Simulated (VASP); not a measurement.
# Cd (P6_3/mmc) in VASP: notebook

Runs on Cd. Level: LDA. Tasks: single point.

Everything below comes from runs of VASP 6.6.1. Logs are shortened: lines on timing, memory, paths and dates and some standing lists are left out, and cuts for length are marked.

## (1) The cell of the first run

It takes space group P6_3/mmc (No. 194, hexagonal). The conventional cell has a = 2.918 Å, b = 2.918 Å, c = 5.503 Å, α = 90.00°, β = 90.00°, γ = 120.00°. Cd (site symmetry -6m2) has 12 Cd at 2.92 to 3.23 Å within 3.8 Å.

## (2) Single point, LDA (volume scaled by 0.94)

INCAR reads:

```
SYSTEM = Cd
PREC = Accurate
ENCUT = 520
EDIFF = 1E-6
ISMEAR = -1
SIGMA = 0.05
LREAL = .FALSE.
LASPH = .TRUE.
NELM = 80
ALGO = Normal
ISIF = 2
LWAVE = .FALSE.
LCHARG = .FALSE.
GGA = CA
NBANDS = 19
```

KPOINTS reads:

```
Automatic mesh
0
G
  10 10 5
  0 0 0
```

POSCAR reads:

```
Cd
1.0
    2.9180596717      0.0000000000      0.0000000000
   -1.4590298358      2.5271138055      0.0000000000
    0.0000000000      0.0000000000      5.5029719036
Cd
2
Direct
    0.6666666667      0.3333333333      0.7500000000
    0.3333333333      0.6666666667      0.2500000000
```

Potentials or basis: VASP PAW LDA potentials, release 64 (Cd).

Started as:

```sh
cat potpaw_LDA.64/Cd/POTCAR > POTCAR
mpirun -np 1 vasp_std > vasp.out
```

OUTCAR:

```text
SYSTEM = Cd
   PREC = Accurate
   ENCUT = 520
   EDIFF = 1E-6
   ISMEAR = -1
   LREAL = .FALSE.
   LASPH = .TRUE.
   NELM = 80
   ISIF = 2
   GGA = CA

 ion  position               nearest neighbor table
   1  0.667  0.333  0.750-   2 3.23   2 3.23   2 3.23   2 3.23   2 3.23   2 3.23
   2  0.333  0.667  0.250-   1 3.23   1 3.23   1 3.23   1 3.23   1 3.23   1 3.23

  LATTYP: Found a hexagonal cell.
 ALAT       =     2.9180596717
 C/A-ratio  =     1.8858325472

  Lattice vectors:

 A1 = (   2.9180596717,   0.0000000000,   0.0000000000)
 A2 = (  -1.4590298358,   2.5271138055,   0.0000000000)
 A3 = (   0.0000000000,   0.0000000000,   5.5029719036)

Analysis of symmetry for initial positions (statically):
=====================================================================
 Subroutine PRICEL returns:
 Original cell was already a primitive cell.

 Routine SETGRP: Setting up the symmetry group for a
 hexagonal supercell.

 Subroutine GETGRP returns: Found 24 space group operations
 (whereof 12 operations were pure point group operations)
 out of a pool of 24 trial point group operations.

The static configuration has the point symmetry D_3d.
 The point group associated with its full space group is D_6h.

Analysis of symmetry for dynamics (positions and initial velocities):
=====================================================================
 Subroutine PRICEL returns:
 Original cell was already a primitive cell.

 Routine SETGRP: Setting up the symmetry group for a
 hexagonal supercell.

 Subroutine GETGRP returns: Found 24 space group operations
 (whereof 12 operations were pure point group operations)
 out of a pool of 24 trial point group operations.

The dynamic configuration has the point symmetry D_3d.
 The point group associated with its full space group is D_6h.

 Subroutine INISYM returns: Found 24 space group operations
 (whereof 12 operations are pure point group operations),
 and found     1 'primitive' translations

----------------------------------------------------------------------------------------

                                     Primitive cell

  volume of cell :      40.5804

  direct lattice vectors                    reciprocal lattice vectors
     2.918059672  0.000000000  0.000000000     0.342693472  0.197854168  0.000000000
    -1.459029836  2.527113805  0.000000000     0.000000000  0.395708336  0.000000000
     0.000000000  0.000000000  5.502971904     0.000000000  0.000000000  0.181719990

  length of vectors
     2.918059672  2.918059672  5.502971904     0.395708336  0.395708336  0.181719990

  position of ions in fractional coordinates (direct lattice)
     0.666666667  0.333333333  0.750000000
     0.333333333  0.666666667  0.250000000

  ion indices of the primitive-cell ions
   primitive index   ion index
                 1           1
                 2           2

----------------------------------------------------------------------------------------

 KPOINTS: Automatic mesh

Automatic generation of k-mesh.
 Grid dimensions read from file:
 generate k-points for:   10   10    5

 Generating k-lattice:

  Cartesian coordinates                     Fractional coordinates (reciprocal lattice)
     0.034269347  0.019785417  0.000000000     0.100000000 -0.000000000  0.000000000
     0.000000000  0.039570834  0.000000000     0.000000000  0.100000000  0.000000000
     0.000000000  0.000000000  0.036343998     0.000000000  0.000000000  0.200000000

  Length of vectors
     0.039570834  0.039570834  0.036343998

  Shift w.r.t. Gamma in fractional coordinates (k-lattice)
     0.000000000  0.000000000  0.000000000

 Subroutine IBZKPT returns following result:
 ===========================================

 Found     42 irreducible k-points:

 Following reciprocal coordinates:
            Coordinates               Weight
  0.000000  0.000000  0.000000      1.000000
  0.100000  0.000000  0.000000      6.000000
  0.200000  0.000000  0.000000      6.000000
  0.300000  0.000000  0.000000      6.000000
  0.400000  0.000000  0.000000      6.000000
  0.500000  0.000000  0.000000      3.000000
[... 16 lines left out ...]
  0.300000  0.100000  0.200000     24.000000
  0.400000  0.100000  0.200000     24.000000
 [... further k-points ...]
   k-points           NKPTS =     42   k-points in BZ     NKDIM =     42   number of bands    NBANDS=     19
   number of dos      NEDOS =    301   number of ions     NIONS =      2
   total plane-waves  NPLWV =  24192
   dimension x,y,z NGX =    24 NGY =   24 NGZ =   42
   dimension x,y,z NGXF=    48 NGYF=   48 NGZF=   84
   ions per type =               2
   NGX,Y,Z   is equivalent  to a cutoff of  13.67, 13.67, 12.69 a.u.
   NGXF,Y,Z  is equivalent  to a cutoff of  27.35, 27.35, 25.38 a.u.
 SYSTEM =  Cd
   PREC   = accura    normal or accurate (medium, high low for compatibility)
   ISTART =      0    job   : 0-new  1-cont  2-samecut
   ICHARG =      2    charge: 1-file 2-atom 10-const
   ISPIN  =      1    spin polarized calculation?
   LNONCOLLINEAR =      F non collinear calculations
   LSORBIT =      F    spin-orbit coupling
   LASPH  =      T    aspherical Exc in radial PAW
   ENCUT  =  520.0 eV  38.22 Ry    6.18 a.u.   5.43  5.43 10.23*2*pi/ulx,y,z
   NELM   =     80;   NELMIN=  2; NELMDL= -5     # of ELM steps
   EDIFF  = 0.1E-05   stopping-criterion for ELM
   LREAL  =      F    real-space projection
   EDIFFG = 0.1E-04   stopping-criterion for IOM
   NSW    =      0    number of steps for IOM
   IBRION =     -1    ionic relax: 0-MD 1-quasi-New 2-CG
   NFREE  =      0    steps in history (QN), initial steepest desc. (CG)
   ISIF   =      2    stress and relaxation
   ISYM   =      2    0-nonsym 1-usesym 2-fastsym
   POTIM  = 0.5000    time-step for ionic-motion
   TEBEG  =    0.0;   TEEND  =   0.0 temperature during run
   PSTRESS=    0.0 pullay stress
   NELECT =      24.0000    total number of electrons
   NUPDOWN=      -1.0000    fix difference up-down
   EMIN   =  10.00;   EMAX   =-10.00  energy-range for DOS
   EFERMI =   0.00;   METHOD = LEGACY
   ISMEAR =    -1;   SIGMA  =   0.05  broadening in eV -4-tet -1-fermi 0-gaus
   EFERMI_NEDOS =   21; number of points for ismear=-14 and -15
   IALGO  =     38    algorithm
   IMIX   =      4    mixing-type and parameters
     AMIX     =   0.40;   BMIX     =  1.00
     AMIX_MAG =   1.60;   BMIX_MAG =  1.00
  volume/ion in A,a.u.               =      20.29       136.93
  Fermi-wavevector in a.u.,A,eV,Ry     =   1.374168  2.596801 25.692393  1.888338
  Thomas-Fermi vector in A             =   2.499619
   LORBIT       =      0    0 simple, 1 ext, 2 COOP (PROOUT), +10 PAW based schemes
   GGA     = CA    functional components
   LHFCALC =     F    Hartree Fock is set to
   AEXX    =    0.0000 exact exchange contribution
   IVDW    =     0    specifies the selected vdW correction
   LEPSILON=     F    determine dielectric tensor
   LRPA    =     F    only Hartree local field effects (RPA)
 non-spin polarized calculation
  energy-cutoff  :      520.00
  volume of cell :       40.58
 maximum number of plane-waves:      1131
 NGX is ok and might be reduce to    24
   NGX = 11   NGY = 11   NGZ = 21

 number of electron      24.0000016 magnetization

 Free energy of the ion-electron system (eV)
  ---------------------------------------------------
  ext. energy  EPLUGINS =         0.00000000
  ---------------------------------------------------
  free energy    TOTEN  =        -3.05549680 eV

  energy without entropy =       -3.05304196  energy(sigma->0) =       -3.05426938

 E-fermi :   3.0284     XC(G=0): -11.7018

 val. band max:        3.0176872441   @ k =   0.3000   0.0000   0.0000
 cond. band min:       3.1143369176   @ k =   0.4000   0.0000   0.0000
 fundamental gap:      0.0966496735
 Fermi energy:         3.0284031258

 k-point     1 :       0.0000    0.0000    0.0000
  band No.  band energies     occupation
      1      -6.9434      2.00000
      2      -6.6554      2.00000
      3      -6.1788      2.00000
      4      -6.1788      2.00000
      5      -6.1190      2.00000
      6      -6.1190      2.00000
[... 11 lines left out ...]
     18      18.7736      0.00000
     19      19.3456      0.00000

 k-point     2 :       0.1000    0.0000    0.0000
  band No.  band energies     occupation
      1      -6.8289      2.00000
      2      -6.5263      2.00000
      3      -6.2283      2.00000
      4      -6.1605      2.00000
      5      -6.0744      2.00000
      6      -6.0183      2.00000
[... 11 lines left out ...]
     18      18.6741      0.00000
     19      19.8504      0.00000

 k-point     3 :       0.2000    0.0000    0.0000
  band No.  band energies     occupation
      1      -6.7070      2.00000
      2      -6.4307      2.00000
      3      -6.2948      2.00000
      4      -6.0598      2.00000
      5      -5.9640      2.00000
      6      -5.7916      2.00000
[... 11 lines left out ...]
     18      16.7669      0.00000
     19      17.2870      0.00000

 k-point     4 :       0.3000    0.0000    0.0000
  band No.  band energies     occupation
      1      -6.8531      2.00000
      2      -6.6235      2.00000
      3      -6.3287      2.00000
      4      -6.0522      2.00000
      5      -5.9038      2.00000
      6      -5.7972      2.00000
[... 11 lines left out ...]
     18      16.8559      0.00000
     19      17.3560      0.00000

 k-point     5 :       0.4000    0.0000    0.0000
  band No.  band energies     occupation
      1      -7.0149      2.00000
      2      -6.7932      2.00000
      3      -6.5851      2.00000
      4      -6.0582      2.00000
      5      -5.8718      2.00000
      6      -5.8670      2.00000
[... 11 lines left out ...]
     18      16.6326      0.00000
     19      16.9891      0.00000

 k-point     6 :       0.5000    0.0000    0.0000
  band No.  band energies     occupation
      1      -7.0785      2.00000
      2      -6.8575      2.00000
      3      -6.6749      2.00000
      4      -6.1152      2.00000
      5      -5.8994      2.00000
      6      -5.7979      2.00000
[... 11 lines left out ...]
     18      16.5374      0.00000
     19      16.5605      0.00000

 k-point     7 :       0.1000    0.1000    0.0000
  band No.  band energies     occupation
      1      -6.6536      2.00000
      2      -6.4254      2.00000
      3      -6.2452      2.00000
      4      -6.2177      2.00000
      5      -5.9391      2.00000
      6      -5.8488      2.00000
[... 11 lines left out ...]
     18      18.2992      0.00000
     19      18.3338      0.00000

 k-point     8 :       0.2000    0.1000    0.0000
  band No.  band energies     occupation
      1      -6.6481      2.00000
      2      -6.4183      2.00000
      3      -6.2497      2.00000
      4      -6.1655      2.00000
      5      -6.0013      2.00000
      6      -5.9266      2.00000
[... 256 lines left out ...]
 k-point    20 :       0.5000    0.0000    0.2000
  band No.  band energies     occupation
      1      -7.0513      2.00000
      2      -6.8979      2.00000
      3      -6.6710      2.00000
      4      -6.2833      2.00000
      5      -5.8475      2.00000
      6      -5.6697      2.00000
[... 11 lines left out ...]
     18      15.6878      0.00000
     19      16.5932      0.00000

 k-point    21 :       0.1000    0.1000    0.2000
  band No.  band energies     occupation
      1      -6.6252      2.00000
      2      -6.4217      2.00000
      3      -6.2795      2.00000
      4      -6.2379      2.00000
      5      -5.9873      2.00000
      6      -5.8664      2.00000
[... 11 lines left out ...]
     18      16.7021      0.00000
     19      19.5370      0.00000

 k-point    22 :       0.2000    0.1000    0.2000
  band No.  band energies     occupation
      1      -6.6254      2.00000
      2      -6.4382      2.00000
      3      -6.3001      2.00000
      4      -6.1728      2.00000
      5      -6.0639      2.00000
      6      -5.8833      2.00000
[... 11 lines left out ...]
     18      15.2732      0.00000
     19      17.3110      0.00000

 k-point    23 :       0.3000    0.1000    0.2000
  band No.  band energies     occupation
      1      -6.8036      2.00000
      2      -6.6430      2.00000
      3      -6.4680      2.00000
      4      -6.2051      2.00000
      5      -5.9118      2.00000
      6      -5.7776      2.00000
[... 11 lines left out ...]
     18      14.2043      0.00000
     19      16.2641      0.00000

 k-point    24 :       0.4000    0.1000    0.2000
  band No.  band energies     occupation
      1      -6.9191      2.00000
      2      -6.7737      2.00000
      3      -6.6006      2.00000
      4      -6.2597      2.00000
      5      -5.9229      2.00000
      6      -5.6671      2.00000
[... 11 lines left out ...]
     18      13.6081      0.00000
     19      17.0022      0.00000

 [... further k-points ...]
[... 5 lines left out ...]
  --------------------------------------------------------------------------------------
  -------------------------------------------------------------------------------------
  Total        0.0614077      0.0614077     -0.2843012      0.0000000      0.0000000      0.0000000
  in kB        2.4244734      2.4244734    -11.2246551      0.0000000      0.0000000      0.0000000
  external PRESSURE =      -2.1252361 kB  Pullay stress =       0.0000000 kB

 VOLUME and BASIS-vectors are now :
 -----------------------------------------------------------------------------
  energy-cutoff  :      520.00
  volume of cell :       40.58
      direct lattice vectors                 reciprocal lattice vectors
     2.918059672  0.000000000  0.000000000     0.342693472  0.197854168  0.000000000
    -1.459029836  2.527113805  0.000000000     0.000000000  0.395708336  0.000000000
     0.000000000  0.000000000  5.502971904     0.000000000  0.000000000  0.181719990

 POSITION                                       TOTAL-FORCE (eV/Angst)
 -----------------------------------------------------------------------------------
      1.45903      0.84237      4.12723         0.000000      0.000000      0.000000
     -0.00000      1.68474      1.37574        -0.000000     -0.000000      0.000000
 -----------------------------------------------------------------------------------
    total drift:                               -0.000000      0.000000      0.000000

  FREE ENERGIE OF THE ION-ELECTRON SYSTEM (eV)
  ---------------------------------------------------
  free  energy   TOTEN  =        -3.0554968047 eV

  energy  without entropy=       -3.0530419569  energy(sigma->0) =       -3.05426938
```

Wall time 15 s (1 thread of AMD EPYC 9R14 (Zen 4), shared host); peak memory 0.13 GiB.

What came out:

* Free energy: -3.0555 eV
* Pressure: -0.2 GPa
* Band gap on the k mesh: zero (band 12 reaches 4.27 eV, above the bottom of band 13 at 0.18 eV)

Stress tensor (GPa, compression positive):
```
 0.24  0.00  0.00
 0.00  0.24  0.00
 0.00  0.00 -1.12
```

Levels at points of the mesh, in eV from the Fermi level:
| k point | band 8 | band 9 | band 10 | band 11 | band 12 | band 13 | band 14 | band 15 | band 16 | band 17 |
| --- | --- | --- | --- | --- | --- | --- | --- | --- | --- | --- |
| (0.00, 0.00, 0.00) | -8.60 | -8.60 | -8.31 | -8.31 | -3.16 | -2.85 | 11.05 | 14.98 | 15.62 | 15.62 |
| (0.50, 0.00, 0.00) | -8.35 | -8.01 | -7.98 | -2.35 | -1.71 | 2.23 | 3.23 | 3.62 | 5.66 | 8.78 |

## (3) Single point, LDA (volume scaled by 0.96)

INCAR reads:

```
SYSTEM = Cd
  PREC = Accurate
  ENCUT = 520
  EDIFF = 1E-6
  ISMEAR = -1
  SIGMA = 0.05
  LREAL = .False.
  LASPH = .True.
  NELM = 60
  ALGO = Fast
  ISIF = 2
  LWAVE = .False.
  LCHARG = .False.
  GGA = CA
  NBANDS = 19
```

KPOINTS reads:

```
regular mesh
0
Gamma
  10 10 5
  0 0 0
```

POSCAR reads:

```
Cd
1.0
    2.9386100647      0.0000000000      0.0000000000
   -1.4693050324      2.5449109679      0.0000000000
    0.0000000000      0.0000000000      5.5417265037
Cd
2
Direct
    0.6666666667      0.3333333333      0.7500000000
    0.3333333333      0.6666666667      0.2500000000
```

Potentials or basis: VASP PAW LDA potentials, release 64 (Cd).

Started as:

```sh
cat potpaw_LDA.64/Cd/POTCAR > POTCAR
mpirun -np 1 vasp_std > vasp.out
```

It took 18 s on 1 thread of AMD EPYC 9R14 (Zen 4), shared host; peak memory 0.12 GiB.

The run converged. Its results:

| Quantity | Value |
| --- | --- |
| Free energy | -3.0504 eV |
| Pressure | -1.6 GPa |
| Band gap on the k mesh | zero (band 12 reaches 4.08 eV, above the bottom of band 13 at -0.01 eV) |

Stress tensor (GPa, compression positive):
```
-1.39  0.00  0.00
 0.00 -1.39  0.00
 0.00  0.00 -2.11
```

Levels at points of the mesh, in eV from the Fermi level:
```csv
k point,band 9,band 10,band 11,band 12,band 13,band 14,band 15,band 16
"(0.00, 0.00, 0.00)",-8.58,-8.30,-8.30,-3.07,-2.88,10.91,14.88,15.37
"(0.50, 0.00, 0.00)",-8.01,-7.98,-2.30,-1.72,2.17,3.20,3.48,5.59
```

## (4) Single point, LDA (volume scaled by 0.98)

INCAR reads:

```
SYSTEM = Cd
  PREC = Accurate
  ENCUT = 520
  EDIFF = 1E-6
  ISMEAR = -1
  SIGMA = 0.05
  LREAL = .FALSE.
  LASPH = .TRUE.
  NELM = 80
  ALGO = Fast
  ISIF = 2
  LWAVE = .FALSE.
  LCHARG = .FALSE.
  NBANDS = 19
```

KPOINTS reads:

```
regular mesh
0
G
  10 10 5
  0 0 0
```

POSCAR reads:

```
Cd
1.0
    2.9588769815      0.0000000000      0.0000000000
   -1.4794384907      2.5624626327      0.0000000000
    0.0000000000      0.0000000000      5.5799465150
Cd
2
Direct
    0.6666666667      0.3333333333      0.7500000000
    0.3333333333      0.6666666667      0.2500000000
```

Started as:

```sh
cat potpaw_LDA.64/Cd/POTCAR > POTCAR
mpirun -np 1 vasp_std > vasp.out
```

Run time: 17 s. Hardware: 1 thread of AMD EPYC 9R14 (Zen 4), shared host; peak memory 0.12 GiB.

It converged, with:

| Property | Result |
| --- | --- |
| Free energy | -3.0381 eV |
| Pressure | -2.9 GPa |
| Band gap on the k mesh | zero (band 12 reaches 3.90 eV, above the bottom of band 13 at -0.18 eV) |

Stress tensor (GPa, compression positive):
```
-2.83  0.00  0.00
 0.00 -2.83  0.00
 0.00  0.00 -2.97
```

Levels at points of the mesh, in eV from the Fermi level:
```
           k point  band 8  band 9  band 10  band 11  band 12  band 13  band 14  band 15  band 16  band 17
(0.00, 0.00, 0.00)   -8.56   -8.56    -8.29    -8.29    -2.98    -2.91    10.78    14.78    15.13    15.13
(0.50, 0.00, 0.00)   -8.32   -8.01    -7.99    -2.25    -1.73     2.11     3.17     3.35     5.52     8.55
```

## (5) Summary

```csv
cell,gap on the mesh (eV),pressure (GPa)
"a = 2.918, b = 2.918, c = 5.503 Å, angles 90.0, 90.0, 120.0°, 2 atoms",none,-0.2
"a = 2.939, b = 2.939, c = 5.542 Å, angles 90.0, 90.0, 120.0°, 2 atoms",none,-1.6
"a = 2.959, b = 2.959, c = 5.580 Å, angles 90.0, 90.0, 120.0°, 2 atoms",none,-2.9
```

Alike in all rows: task single point; level LDA; potentials or basis VASP PAW LDA potentials, release 64 (Cd); no spin polarisation; k mesh 10 × 10 × 5; cutoff (eV) 520; smearing fermi-dirac 0.05 eV.

Total energies depend on the potentials used, so only differences within one code and one set of settings carry meaning.
